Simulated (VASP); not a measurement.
# PbSe (R-3m) in VASP: single point with PBE

Aim: the single point of PbSe with PBE.

Everything below comes from runs of VASP 6.6.1. Logs are shortened: lines on timing, memory, paths and dates and some standing lists are left out, and cuts for length are marked.

**1. The cell of the first run**

The structure is trigonal, space group R-3m (No. 166). Conventional cell: a = 4.176 Å, b = 4.176 Å, c = 12.138 Å, α = 90.00°, β = 90.00°, γ = 120.00°. Pb (site symmetry -3m) has 6 Se at 3.15 Å within 4.1 Å. Se (site symmetry -3m) has 6 Pb at 3.15 Å within 4.1 Å.

**2. Single point, PBE (strained)**

Input file INCAR:

```
PREC = Accurate ; ENCUT = 520
EDIFF = 1E-6 ; ISMEAR = 0
SIGMA = 0.05 ; LREAL = F
LASPH = T ; NELM = 60
ALGO = Normal ; ISIF = 2
LWAVE = F ; LCHARG = F
GGA = PE ; NBANDS = 17
```

Input file KPOINTS:

```
regular mesh
0
Gamma
  10 10 10
```

Input file POSCAR:

```
PbSe
1.0
    0.0000000000      2.9528006235      2.9528006235
    2.9528006235      0.0000000000      2.9528006235
    3.3202586235      3.3202586235     -0.3674580000
Pb Se
1 1
Direct
    0.0000000000      0.0000000000      0.0000000000
    0.5000000000      0.5000000000      0.5000000000
```

Potentials or basis: VASP PAW PBE potentials, release 64 (Pb_d, Se).

Launch:

```bash
$ cat potpaw_PBE.64/Pb_d/POTCAR potpaw_PBE.64/Se/POTCAR > POTCAR
$ mpirun -np 1 vasp_std > vasp.out
```

OUTCAR:

```text
PREC = Accurate
   ENCUT = 520
   EDIFF = 1E-6
   ISMEAR = 0
   LREAL = F
   LASPH = T
   NELM = 60
   ISIF = 2
   GGA = PE

 ion  position               nearest neighbor table
   1  0.000  0.000  0.000-   2 3.15   2 3.15   2 3.15   2 3.15   2 3.15   2 3.15
   2  0.500  0.500  0.500-   1 3.15   1 3.15   1 3.15   1 3.15   1 3.15   1 3.15

  LATTYP: Found a trigonal (rhomboedric) cell.
 ALAT       =     4.7099108310
 COS(alpha) =     0.6069544554

  Lattice vectors:

 A1 = (   3.3202586235,   0.3674580000,  -3.3202586235)
 A2 = (   0.3674580000,   3.3202586235,  -3.3202586235)
 A3 = (   3.3202586235,   3.3202586235,  -0.3674580000)

Analysis of symmetry for initial positions (statically):
=====================================================================
 Subroutine PRICEL returns:
 Original cell was already a primitive cell.

 Routine SETGRP: Setting up the symmetry group for a
 trigonal (rhombohedral) supercell.

 Subroutine GETGRP returns: Found 12 space group operations
 (whereof 12 operations were pure point group operations)
 out of a pool of 12 trial point group operations.

The static configuration has the point symmetry D_3d.

Analysis of symmetry for dynamics (positions and initial velocities):
=====================================================================
 Subroutine PRICEL returns:
 Original cell was already a primitive cell.

 Routine SETGRP: Setting up the symmetry group for a
 trigonal (rhombohedral) supercell.

 Subroutine GETGRP returns: Found 12 space group operations
 (whereof 12 operations were pure point group operations)
 out of a pool of 12 trial point group operations.

The dynamic configuration has the point symmetry D_3d.

 Subroutine INISYM returns: Found 12 space group operations
 (whereof 12 operations are pure point group operations),
 and found     1 'primitive' translations

----------------------------------------------------------------------------------------

                                     Primitive cell

  volume of cell :      61.1028

  direct lattice vectors                    reciprocal lattice vectors
     0.000000000  2.952800623  2.952800623    -0.160452035  0.178209503  0.160452035
     2.952800623  0.000000000  2.952800623     0.178209503 -0.160452035  0.160452035
     3.320258624  3.320258624 -0.367458000     0.142694568  0.142694568 -0.142694568

  length of vectors
     4.175890689  4.175890689  4.709910831     0.288527881  0.288527881  0.247154242

  position of ions in fractional coordinates (direct lattice)
     0.000000000  0.000000000  0.000000000
     0.500000000  0.500000000  0.500000000

  ion indices of the primitive-cell ions
   primitive index   ion index
                 1           1
                 2           2

----------------------------------------------------------------------------------------

 KPOINTS: regular mesh

Automatic generation of k-mesh.
 Grid dimensions read from file:
 generate k-points for:   10   10   10

 Generating k-lattice:

  Cartesian coordinates                     Fractional coordinates (reciprocal lattice)
    -0.016045204  0.017820950  0.016045204     0.100000000  0.000000000 -0.000000000
     0.017820950 -0.016045204  0.016045204     0.000000000  0.100000000 -0.000000000
     0.014269457  0.014269457 -0.014269457     0.000000000  0.000000000  0.100000000

  Length of vectors
     0.028852788  0.028852788  0.024715424

  Shift w.r.t. Gamma in fractional coordinates (k-lattice)
     0.000000000  0.000000000  0.000000000

 Subroutine IBZKPT returns following result:
 ===========================================

 Found    116 irreducible k-points:

 Following reciprocal coordinates:
            Coordinates               Weight
  0.000000  0.000000  0.000000      1.000000
  0.100000  0.000000 -0.000000      6.000000
  0.200000  0.000000 -0.000000      6.000000
  0.300000  0.000000  0.000000      6.000000
  0.400000  0.000000 -0.000000      6.000000
  0.500000  0.000000  0.000000      3.000000
[... 16 lines left out ...]
  0.300000  0.300000  0.000000      6.000000
  0.400000  0.300000  0.000000     12.000000
 [... further k-points ...]
   k-points           NKPTS =    116   k-points in BZ     NKDIM =    116   number of bands    NBANDS=     17
   number of dos      NEDOS =    301   number of ions     NIONS =      2
   total plane-waves  NPLWV =  36864
   dimension x,y,z NGX =    32 NGY =   32 NGZ =   36
   dimension x,y,z NGXF=    64 NGYF=   64 NGZF=   72
   ions per type =               1   1
   NGX,Y,Z   is equivalent  to a cutoff of  12.74, 12.74, 12.71 a.u.
   NGXF,Y,Z  is equivalent  to a cutoff of  25.48, 25.48, 25.41 a.u.
 SYSTEM =  unknown system
   PREC   = accura    normal or accurate (medium, high low for compatibility)
   ISTART =      0    job   : 0-new  1-cont  2-samecut
   ICHARG =      2    charge: 1-file 2-atom 10-const
   ISPIN  =      1    spin polarized calculation?
   LNONCOLLINEAR =      F non collinear calculations
   LSORBIT =      F    spin-orbit coupling
   LASPH  =      T    aspherical Exc in radial PAW
   ENCUT  =  520.0 eV  38.22 Ry    6.18 a.u.   7.76  7.76  8.76*2*pi/ulx,y,z
   NELM   =     60;   NELMIN=  2; NELMDL= -5     # of ELM steps
   EDIFF  = 0.1E-05   stopping-criterion for ELM
   LREAL  =      F    real-space projection
   EDIFFG = 0.1E-04   stopping-criterion for IOM
   NSW    =      0    number of steps for IOM
   IBRION =     -1    ionic relax: 0-MD 1-quasi-New 2-CG
   NFREE  =      0    steps in history (QN), initial steepest desc. (CG)
   ISIF   =      2    stress and relaxation
   ISYM   =      2    0-nonsym 1-usesym 2-fastsym
   POTIM  = 0.5000    time-step for ionic-motion
   TEBEG  =    0.0;   TEEND  =   0.0 temperature during run
   PSTRESS=    0.0 pullay stress
   NELECT =      20.0000    total number of electrons
   NUPDOWN=      -1.0000    fix difference up-down
   EMIN   =  10.00;   EMAX   =-10.00  energy-range for DOS
   EFERMI =   0.00;   METHOD = LEGACY
   ISMEAR =     0;   SIGMA  =   0.05  broadening in eV -4-tet -1-fermi 0-gaus
   EFERMI_NEDOS =   21; number of points for ismear=-14 and -15
   IALGO  =     38    algorithm
   IMIX   =      4    mixing-type and parameters
     AMIX     =   0.40;   BMIX     =  1.00
     AMIX_MAG =   1.60;   BMIX_MAG =  1.00
  volume/ion in A,a.u.               =      30.55       206.17
  Fermi-wavevector in a.u.,A,eV,Ry     =   1.128231  2.132047 17.318916  1.272904
  Thomas-Fermi vector in A             =   2.264920
   LORBIT       =      0    0 simple, 1 ext, 2 COOP (PROOUT), +10 PAW based schemes
   GGA     = PE    functional components
   LHFCALC =     F    Hartree Fock is set to
   AEXX    =    0.0000 exact exchange contribution
   IVDW    =     0    specifies the selected vdW correction
   LEPSILON=     F    determine dielectric tensor
   LRPA    =     F    only Hartree local field effects (RPA)
 non-spin polarized calculation
 Gauss-broadening in eV      SIGMA  =   0.05
  energy-cutoff  :      520.00
  volume of cell :       61.10
 maximum number of plane-waves:      1672
   NGX = 15   NGY = 15   NGZ = 17

 number of electron      20.0000001 magnetization

 Free energy of the ion-electron system (eV)
  ---------------------------------------------------
  ext. energy  EPLUGINS =         0.00000000
  ---------------------------------------------------
  free energy    TOTEN  =        -8.04983502 eV

  energy without entropy =       -8.04965834  energy(sigma->0) =       -8.04974668

 E-fermi :   4.3852     XC(G=0):  -9.2616

 val. band max:        4.3703848364   @ k =  -0.1000   0.0000   0.4000
 cond. band min:       4.4741082611   @ k =  -0.4000   0.1000   0.0000
 fundamental gap:      0.1037234248
 Fermi energy:         4.3851574892

 k-point     1 :       0.0000    0.0000    0.0000
  band No.  band energies     occupation
      1     -12.5469      2.00000
      2     -12.5469      2.00000
      3     -12.5007      2.00000
      4     -12.4823      2.00000
      5     -12.4823      2.00000
      6      -8.7068      2.00000
[... 9 lines left out ...]
     16      11.7535      0.00000
     17      12.4908      0.00000

 k-point     2 :       0.1000    0.0000   -0.0000
  band No.  band energies     occupation
      1     -12.5478      2.00000
      2     -12.5425      2.00000
      3     -12.4978      2.00000
      4     -12.4844      2.00000
      5     -12.4837      2.00000
      6      -8.6335      2.00000
[... 9 lines left out ...]
     16      12.0225      0.00000
     17      13.2791      0.00000

 k-point     3 :       0.2000    0.0000   -0.0000
  band No.  band energies     occupation
      1     -12.5504      2.00000
      2     -12.5309      2.00000
      3     -12.4931      2.00000
      4     -12.4873      2.00000
      5     -12.4866      2.00000
      6      -8.4263      2.00000
[... 9 lines left out ...]
     16      12.7162      0.00000
     17      14.7191      0.00000

 k-point     4 :       0.3000    0.0000    0.0000
  band No.  band energies     occupation
      1     -12.5547      2.00000
      2     -12.5167      2.00000
      3     -12.4984      2.00000
      4     -12.4916      2.00000
      5     -12.4775      2.00000
      6      -8.1304      2.00000
[... 9 lines left out ...]
     16      13.7553      0.00000
     17      15.4777      0.00000

 k-point     5 :       0.4000    0.0000   -0.0000
  band No.  band energies     occupation
      1     -12.5586      2.00000
      2     -12.5059      2.00000
      3     -12.5036      2.00000
      4     -12.4943      2.00000
      5     -12.4687      2.00000
      6      -7.8428      2.00000
[... 9 lines left out ...]
     16      14.8078      0.00000
     17      15.0650      0.00000

 k-point     6 :       0.5000    0.0000    0.0000
  band No.  band energies     occupation
      1     -12.5603      2.00000
      2     -12.5055      2.00000
      3     -12.5028      2.00000
      4     -12.4943      2.00000
      5     -12.4653      2.00000
      6      -7.7161      2.00000
[... 9 lines left out ...]
     16      15.6911      0.00000
     17      16.1359      0.00000

 k-point     7 :       0.1000    0.1000   -0.0000
  band No.  band energies     occupation
      1     -12.5482      2.00000
      2     -12.5425      2.00000
      3     -12.4976      2.00000
      4     -12.4861      2.00000
      5     -12.4819      2.00000
      6      -8.6146      2.00000
[... 9 lines left out ...]
     16      12.3345      0.00000
     17      12.9589      0.00000

 k-point     8 :       0.2000    0.1000   -0.0000
  band No.  band energies     occupation
      1     -12.5494      2.00000
      2     -12.5357      2.00000
      3     -12.4948      2.00000
      4     -12.4887      2.00000
      5     -12.4831      2.00000
      6      -8.4565      2.00000
[... 9 lines left out ...]
     16      12.7359      0.00000
     17      13.8036      0.00000
[... 203 lines left out ...]
      1     -12.5510      2.00000
      2     -12.5221      2.00000
      3     -12.5088      2.00000
      4     -12.4933      2.00000
      5     -12.4654      2.00000
      6      -7.6503      2.00000
[... 9 lines left out ...]
     16      14.3169      0.00000
     17      16.0304      0.00000

 k-point    20 :      -0.4000    0.2000   -0.0000
  band No.  band energies     occupation
      1     -12.5469      2.00000
      2     -12.5226      2.00000
      3     -12.5047      2.00000
      4     -12.4979      2.00000
      5     -12.4654      2.00000
      6      -7.6019      2.00000
[... 9 lines left out ...]
     16      14.5229      0.00000
     17      15.2077      0.00000

 k-point    21 :      -0.3000    0.2000   -0.0000
  band No.  band energies     occupation
      1     -12.5453      2.00000
      2     -12.5211      2.00000
      3     -12.5026      2.00000
      4     -12.4996      2.00000
      5     -12.4687      2.00000
      6      -7.7558      2.00000
[... 9 lines left out ...]
     16      14.8195      0.00000
     17      15.7095      0.00000

 k-point    22 :      -0.2000    0.2000    0.0000
  band No.  band energies     occupation
      1     -12.5475      2.00000
      2     -12.5211      2.00000
      3     -12.5007      2.00000
      4     -12.4956      2.00000
      5     -12.4748      2.00000
      6      -8.0176      2.00000
[... 9 lines left out ...]
     16      14.0368      0.00000
     17      15.4931      0.00000

 k-point    23 :       0.3000    0.3000    0.0000
  band No.  band energies     occupation
      1     -12.5670      2.00000
      2     -12.5173      2.00000
      3     -12.5158      2.00000
      4     -12.4795      2.00000
      5     -12.4739      2.00000
      6      -7.9814      2.00000
[... 9 lines left out ...]
     16      14.4859      0.00000
     17      14.5834      0.00000

 k-point    24 :       0.4000    0.3000    0.0000
  band No.  band energies     occupation
      1     -12.5717      2.00000
      2     -12.5222      2.00000
      3     -12.5118      2.00000
      4     -12.4811      2.00000
      5     -12.4672      2.00000
      6      -7.7716      2.00000
[... 9 lines left out ...]
     16      14.7351      0.00000
     17      15.3666      0.00000

 [... further k-points ...]

------------------------ aborting loop because EDIFF is reached ----------------------------------------

  FORCE on cell =-STRESS in cart. coord.  units (eV):
  Direction    XX          YY          ZZ          XY          YZ          ZX
  --------------------------------------------------------------------------------------
  -------------------------------------------------------------------------------------
  Total       -0.4637107     -0.4637107     -0.4637107     -0.8974033      0.8974033      0.8974033
  in kB      -12.1589725    -12.1589725    -12.1589725    -23.5308415     23.5308415     23.5308415
  external PRESSURE =     -12.1589725 kB  Pullay stress =       0.0000000 kB

 VOLUME and BASIS-vectors are now :
 -----------------------------------------------------------------------------
  energy-cutoff  :      520.00
  volume of cell :       61.10
      direct lattice vectors                 reciprocal lattice vectors
     0.000000000  2.952800623  2.952800623    -0.160452035  0.178209503  0.160452035
     2.952800623  0.000000000  2.952800623     0.178209503 -0.160452035  0.160452035
     3.320258624  3.320258624 -0.367458000     0.142694568  0.142694568 -0.142694568

 POSITION                                       TOTAL-FORCE (eV/Angst)
 -----------------------------------------------------------------------------------
      0.00000      0.00000      0.00000        -0.000000      0.000000      0.000000
      3.13653      3.13653      2.76907         0.000000     -0.000000     -0.000000
 -----------------------------------------------------------------------------------
    total drift:                                0.000000     -0.000000     -0.000000

  FREE ENERGIE OF THE ION-ELECTRON SYSTEM (eV)
  ---------------------------------------------------
  free  energy   TOTEN  =        -8.0498350232 eV

  energy  without entropy=       -8.0496583386  energy(sigma->0) =       -8.04974668
```

Run time: 32 s. Hardware: 1 thread of Intel Xeon 6975P-C (Granite Rapids), shared host; peak memory 0.27 GiB.

What came out:

| Quantity | Value |
| --- | --- |
| Free energy | -8.0498 eV |
| Pressure | -1.2 GPa |
| Band gap on the k mesh | zero (band 10 reaches 4.78 eV, above the bottom of band 11 at 4.12 eV) |

Stress tensor (GPa, compression positive):
```
-1.22 -2.35  2.35
-2.35 -1.22  2.35
 2.35  2.35 -1.22
```

Caveat: the cell differs from its parent crystal (strained); spin-orbit coupling is left out, which moves the levels of the heavy elements.
